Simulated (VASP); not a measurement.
# TaN (P-62m) in VASP: notebook, part 2 of 2

VASP 6.6.1. Earlier steps stand in the parts before.

**3. Single point, r2SCAN**

POSCAR

```
TaN
1.0
    5.2024855500      0.0000000000      0.0000000000
   -2.6012427800      4.5054846500      0.0000000000
    0.0000000000      0.0000000000      2.9075295600
Ta N
3 3
Direct
    0.3333333300      0.6666666700      0.5000000000
    0.6666666700      0.3333333300      0.5000000000
    0.0000000000      0.0000000000      0.0000000000
    0.3923998700      0.0000000000      0.0000000000
    0.6076001300      0.6076001300      0.0000000000
    0.0000000000      0.3923998700      0.0000000000
```

INCAR.step1

```
PREC = Accurate
ENCUT = 520
ISMEAR = -1
SIGMA = 0.1
LREAL = False
LASPH = True
NELM = 80
NBANDS = 33
GGA = PE
ALGO = Normal
EDIFF = 1E-4
LWAVE = True
LCHARG = False
```

INCAR.step2

```
PREC = Accurate
ENCUT = 520
EDIFF = 1E-7
ISMEAR = -1
SIGMA = 0.1
LREAL = False
LASPH = True
NELM = 80
ALGO = Normal
ISIF = 2
LWAVE = False
LCHARG = False
METAGGA = R2SCAN
LMIXTAU = True
NBANDS = 33
ISTART = 1
```

KPOINTS

```
regular mesh
0
Gamma
  8 8 12
```

Potentials or basis: VASP PAW PBE potentials, release 64 (Ta_pv, N).

Started as:

```console
> cat potpaw_PBE.64/Ta_pv/POTCAR potpaw_PBE.64/N/POTCAR > POTCAR
> cp INCAR.step1 INCAR
> mpirun -np 1 vasp_std > vasp.out
> cp INCAR.step2 INCAR
> mpirun -np 1 vasp_std > vasp.out
```

OUTCAR:

```text
PREC = Accurate
   ENCUT = 520
   EDIFF = 1E-7
   ISMEAR = -1
   LREAL = False
   LASPH = True
   NELM = 80
   ISIF = 2
   METAGGA = R2SCAN
   ISTART = 1

 ion  position               nearest neighbor table
   1  0.333  0.667  0.500-   4 2.16   4 2.16   6 2.16   6 2.16   5 2.16   5 2.16   2 3.00   2 3.00
                             2 3.00   3 3.34   3 3.34   3 3.34   3 3.34   3 3.34   3 3.34
   2  0.667  0.333  0.500-   6 2.16   6 2.16   4 2.16   4 2.16   5 2.16   5 2.16   1 3.00   1 3.00
                             1 3.00   3 3.34   3 3.34   3 3.34   3 3.34   3 3.34   3 3.34
   3  0.000  0.000  0.000-   5 2.04   4 2.04   6 2.04   2 3.34   1 3.34   1 3.34   2 3.34   2 3.34
                             2 3.34   1 3.34   1 3.34   2 3.34   2 3.34   1 3.34   1 3.34
   4  0.392  0.000  0.000-   3 2.04   1 2.16   1 2.16   2 2.16   2 2.16
   5  0.608  0.608  0.000-   3 2.04   1 2.16   1 2.16   2 2.16   2 2.16
   6  0.000  0.392  0.000-   3 2.04   2 2.16   2 2.16   1 2.16   1 2.16

  LATTYP: Found a hexagonal cell.
 ALAT       =     5.2024855500
 C/A-ratio  =     0.5588731640

  Lattice vectors:

 A1 = (   5.2024855500,   0.0000000000,   0.0000000000)
 A2 = (  -2.6012427800,   4.5054846500,   0.0000000000)
 A3 = (   0.0000000000,   0.0000000000,   2.9075295600)

Analysis of symmetry for initial positions (statically):
=====================================================================
 Subroutine PRICEL returns:
 Original cell was already a primitive cell.

 Routine SETGRP: Setting up the symmetry group for a
 hexagonal supercell.

 Subroutine GETGRP returns: Found 12 space group operations
 (whereof 12 operations were pure point group operations)
 out of a pool of 24 trial point group operations.

The static configuration has the point symmetry D_3h.

Analysis of symmetry for dynamics (positions and initial velocities):
=====================================================================
 Subroutine PRICEL returns:
 Original cell was already a primitive cell.

 Routine SETGRP: Setting up the symmetry group for a
 hexagonal supercell.

[... 136 lines left out ...]
   LORBIT       =      0    0 simple, 1 ext, 2 COOP (PROOUT), +10 PAW based schemes
   METAGGA = R2SCAN    functional components
   LHFCALC =     F    Hartree Fock is set to
   AEXX    =    0.0000 exact exchange contribution
   IVDW    =     0    specifies the selected vdW correction
   LEPSILON=     F    determine dielectric tensor
   LRPA    =     F    only Hartree local field effects (RPA)
 non-spin polarized calculation
  energy-cutoff  :      520.00
  volume of cell :       68.15
 maximum number of plane-waves:      1858
 NGX is ok and might be reduce to    40
   NGX = 19   NGY = 19   NGZ = 11

 number of electron      48.0000001 magnetization

 Free energy of the ion-electron system (eV)
  ---------------------------------------------------
  ext. energy  EPLUGINS =         0.00000000
  ---------------------------------------------------
  free energy    TOTEN  =      -181.31766556 eV

  energy without entropy =     -181.29767867  energy(sigma->0) =     -181.30767212

 E-fermi :   8.3794     XC(G=0): -13.9780

 val. band max:        8.3222219762   @ k =   0.1250   0.1250   0.1667
 cond. band min:       8.4202474442   @ k =   0.2500   0.0000   0.1667
 fundamental gap:      0.0980254679
 Fermi energy:         8.3793648923

 k-point     1 :       0.0000    0.0000    0.0000
  band No.  band energies     occupation
      1     -29.2854      2.00000
      2     -29.2854      2.00000
      3     -28.9175      2.00000
      4     -28.9175      2.00000
      5     -28.7313      2.00000
      6     -28.6211      2.00000
[... 853 lines left out ...]
     32      12.3498      0.00000
     33      12.6000      0.00000

 [... further k-points ...]

------------------------ aborting loop because EDIFF is reached ----------------------------------------

  FORCE on cell =-STRESS in cart. coord.  units (eV):
  Direction    XX          YY          ZZ          XY          YZ          ZX
  --------------------------------------------------------------------------------------
  -------------------------------------------------------------------------------------
  Total        0.5981668      0.5981668      0.8280961     -0.0000000      0.0000000     -0.0000000
  in kB       14.0623006     14.0623006     19.4677061     -0.0000000      0.0000000     -0.0000000
  external PRESSURE =      15.8641024 kB  Pullay stress =       0.0000000 kB

 VOLUME and BASIS-vectors are now :
 -----------------------------------------------------------------------------
  energy-cutoff  :      520.00
  volume of cell :       68.15
      direct lattice vectors                 reciprocal lattice vectors
     5.202485550  0.000000000  0.000000000     0.192215815  0.110975853  0.000000000
    -2.601242780  4.505484650  0.000000000     0.000000000  0.221951705  0.000000000
     0.000000000  0.000000000  2.907529560     0.000000000  0.000000000  0.343934594

 POSITION                                       TOTAL-FORCE (eV/Angst)
 -----------------------------------------------------------------------------------
     -0.00000      3.00366      1.45376        -0.000000      0.000000      0.000000
      2.60124      1.50183      1.45376        -0.000000     -0.000000      0.000000
      0.00000      0.00000      0.00000        -0.000000     -0.000000      0.000000
      2.04145      0.00000      0.00000        -0.004756      0.000000     -0.000000
      1.58052      2.73753      0.00000         0.002378      0.004119      0.000000
     -1.02073      1.76795      0.00000         0.002378     -0.004119     -0.000000
 -----------------------------------------------------------------------------------
    total drift:                                0.000003      0.000004      0.000000

  FREE ENERGIE OF THE ION-ELECTRON SYSTEM (eV)
  ---------------------------------------------------
  free  energy   TOTEN  =      -181.3176655575 eV

  energy  without entropy=     -181.2976786740  energy(sigma->0) =     -181.30767212
```

OSZICAR.step1:

```text
N       E                     dE             d eps       ncg     rms          rms(c)
DAV:   1     0.449943816520E+03    0.44994E+03   -0.25965E+04  4620   0.152E+03
DAV:   2    -0.480732285568E+02   -0.49802E+03   -0.47435E+03  5332   0.450E+02
DAV:   3    -0.768006619221E+02   -0.28727E+02   -0.28251E+02  5614   0.105E+02
DAV:   4    -0.773679880821E+02   -0.56733E+00   -0.56362E+00  5734   0.146E+01
DAV:   5    -0.773814655194E+02   -0.13477E-01   -0.13461E-01  5932   0.179E+00    0.435E+01
DAV:   6    -0.677145825244E+02    0.96669E+01   -0.48684E+01  5912   0.375E+01    0.181E+01
DAV:   7    -0.675575555206E+02    0.15703E+00   -0.23490E+00  5696   0.831E+00    0.107E+01
DAV:   8    -0.675087517871E+02    0.48804E-01   -0.40971E-01  5690   0.379E+00    0.112E+00
DAV:   9    -0.674892499744E+02    0.19502E-01   -0.51725E-02  5849   0.158E+00    0.397E-01
DAV:  10    -0.674886555021E+02    0.59447E-03   -0.14484E-02  5688   0.588E-01    0.204E-01
DAV:  11    -0.674885250342E+02    0.13047E-03   -0.28963E-03  5865   0.324E-01    0.534E-02
DAV:  12    -0.674884637986E+02    0.61236E-04   -0.28654E-04  4370   0.992E-02
   1 F= -.67488464E+02 E0= -.67477136E+02  d E =-.226554E-01
```

It took 5.2 min on 1 thread of Intel Xeon 6975P-C (Granite Rapids), shared host; peak memory 0.28 GiB.

Results:

```yaml
Free_energy: -181.3177 eV
Pressure: 1.6 GPa
Largest_force: 0.005 eV/Å
Band_gap_on_the_k_mesh: zero (bands 24 and 25 overlap by 3.29 eV)
```

Forces in eV/Å, atoms in the order of the input:
```
Ta   0.000  0.000  0.000
Ta   0.000  0.000  0.000
Ta   0.000  0.000  0.000
N   -0.005  0.000  0.000
N    0.002  0.004  0.000
N    0.002 -0.004  0.000
```

Levels at points of the mesh, in eV from the Fermi level:
| k point | band 22 | band 23 | band 24 | band 25 | band 26 | band 27 |
| --- | --- | --- | --- | --- | --- | --- |
| (0.00, 0.00, 0.00) | -3.62 | -2.06 | -1.03 | -1.03 | 0.69 | 0.69 |
| (0.50, 0.00, 0.00) | -4.23 | -3.04 | -2.79 | 1.28 | 1.89 | 2.01 |
| (0.00, 0.00, 0.50) | -3.07 | -3.07 | 1.94 | 1.94 | 1.95 | 2.36 |
| (0.50, 0.00, 0.50) | -3.45 | -2.17 | -1.04 | 0.49 | 1.51 | 3.33 |

Caveat: the PAW data sets were made with another functional, which shifts forces and pressure a little; spin-orbit coupling is left out, which moves the levels of the heavy elements.

**4. Relaxation of cell and atoms, PBE**

INCAR

```
SYSTEM = TaN
  ALGO = Normal
  EDIFF = 1E-7
  EDIFFG = -0.01
  ENCUT = 600
  GGA = PE
  IBRION = 2
  ISIF = 3
  ISMEAR = -1
  LASPH = .True.
  LCHARG = .False.
  LREAL = .False.
  LWAVE = .False.
  NELM = 100
  NSW = 80
  PREC = Accurate
  SIGMA = 0.1
```

KPOINTS

```
k-points
0
Gamma
  7 7 11
  0 0 0
```

POSCAR

```
TaN
1.0
    5.1960000000      0.0000000000      0.0000000000
   -2.5980000000      4.4998680000      0.0000000000
    0.0000000000      0.0000000000      2.9110000000
Ta N
3 3
Direct
    0.3333333300      0.6666666700      0.5000000000
    0.6666666700      0.3333333300      0.5000000000
    0.0000000000      0.0000000000      0.0000000000
    0.3928500000      0.0000000000      0.0000000000
    0.6071500000      0.6071500000      0.0000000000
    0.0000000000      0.3928500000      0.0000000000
```

Started as:

```console
> cat potpaw_PBE.64/Ta_pv/POTCAR potpaw_PBE.64/N/POTCAR > POTCAR
> mpirun -np 1 vasp_std > vasp.out
```

Run time: 5 min. Hardware: 1 thread of Intel Xeon 6975P-C (Granite Rapids), shared host; peak memory 0.27 GiB.

It converged, with:

| Item | Value |
| --- | --- |
| Free energy | -67.5148 eV |
| Relaxed volume | 11.55 Å³/atom |
| Relaxed cell | a = 5.233 Å, b = 5.233 Å, c = 2.922 Å, α = 90.00°, β = 90.00°, γ = 120.00° |
| Space group after relaxing (to 0.1 Å) | P-62m (No. 189) |
| Energy gained by relaxing | 3.5 meV/atom |
| Ionic steps | 7 |
| Pressure after relaxing | -0.1 GPa |
| Band gap on the k mesh | zero (bands 24 and 25 overlap by 3.07 eV) |

The path:
```csv
step,energy change (eV),largest force (eV/Å),pressure (GPa),volume (Å³)
1,0.0000,0.0391,5.62,68.06
2,0.0836,0.2372,-11.44,72.06
3,-0.0207,0.0527,-0.10,69.27
4,-0.0207,0.0510,0.02,69.24
5,-0.0212,0.0222,0.06,69.25
6,-0.0212,0.0238,0.06,69.25
7,-0.0212,0.0006,-0.07,69.29
```

Final structure:
```
CELL_PARAMETERS angstrom
5.23257 0.00000 0.00000
-2.61628 4.53154 0.00000
0.00000 0.00000 2.92222
ATOMIC_POSITIONS crystal
Ta 0.33333 0.66667 0.50000
Ta 0.66667 0.33333 0.50000
Ta 0.00000 0.00000 0.00000
N 0.39234 0.00000 0.00000
N 0.60766 0.60766 0.00000
N 0.00000 0.39234 0.00000
```

Levels at points of the mesh, in eV from the Fermi level:
| k point | band 20 | band 21 | band 22 | band 23 | band 24 | band 25 | band 26 | band 27 | band 28 |
| --- | --- | --- | --- | --- | --- | --- | --- | --- | --- |
| (0.00, 0.00, 0.00) | -4.98 | -4.22 | -3.30 | -1.93 | -0.92 | -0.92 | 0.60 | 0.60 | 1.72 |

Caveat: spin-orbit coupling is left out, which moves the levels of the heavy elements.

**5. Overview**

| task | level | cell | k mesh | cutoff (eV) | gap on the mesh (eV) | pressure (GPa) |
| --- | --- | --- | --- | --- | --- | --- |
| single point | r2SCAN | a = 5.202, b = 5.202, c = 2.908 Å, angles 90.0, 90.0, 120.0°, 6 atoms | 7 × 7 × 11 | 520 | none | 1.6 |
| single point | r2SCAN | a = 5.202, b = 5.202, c = 2.908 Å, angles 90.0, 90.0, 120.0°, 6 atoms | 8 × 8 × 12 | 520 | none | 1.6 |
| relaxation of cell and atoms | PBE | relaxed from a = 5.196, b = 5.196, c = 2.911 Å, angles 90.0, 90.0, 120.0°, 6 atoms | 7 × 7 × 11 | 600 | none | -0.1 |

Alike in all rows: potentials or basis VASP PAW PBE potentials, release 64 (Ta_pv, N); no spin polarisation; smearing fermi-dirac 0.1 eV.

Caveats: spin-orbit coupling is left out, which moves the levels of the heavy elements; the PAW data sets were made with another functional, which shifts forces and pressure a little (at least some runs).

Absolute energies hang on the potentials; compare differences alone.
